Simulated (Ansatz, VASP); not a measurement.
Two plane-wave programs on Zn12O

```xyz
13
Lattice="5.3200 0.0000 0.0000 -3.9900 6.9109 0.0000 0.0000 0.0000 4.9370" Properties=species:S:1:pos:R:3 pbc="T T T"
Zn   -0.0070    0.1270    0.2041
Zn    0.0350    1.4763    2.5708
Zn   -1.3256    2.3301   -0.2441
Zn   -1.3164    3.6285    2.0593
Zn   -2.7129    4.5190    0.0158
Zn   -2.7061    6.0464    2.2932
Zn    2.6895    0.2236    0.3279
Zn    2.6697    1.5429    2.5274
Zn    1.3106    2.3295    0.0168
Zn    1.3291    3.7071    2.4405
Zn    0.0833    4.6010    0.1201
Zn    0.0642    6.0813    2.3673
O    -1.3796    5.6886    3.8376
```

Alike in both runs: functional PBE; k mesh 2 × 2 × 2; occupations fermi-dirac, width 0.15 eV; no spin polarisation.

Ansatz relaxed the structure, and its values are those at the end. VASP's run is a single point on that final structure, the one shown.

```csv
,VASP,Ansatz
version,VASP 6.6.1,Ansatz 0.2.0
potentials or method,"VASP PAW PBE potentials, release 64 (Zn, O), cutoff 520 eV","scalar-relativistic, plane waves, PAW"
valence electrons in the cell,150,150
```

```csv
,VASP,Ansatz,Ansatz less VASP
rms of the force components (eV/Å),0.024,0.022,-0.0015
```

With one functional, cell and mesh, what is left measures potentials, basis and numerics.

The k mesh is coarse, so the values compare programs but aren't converged.
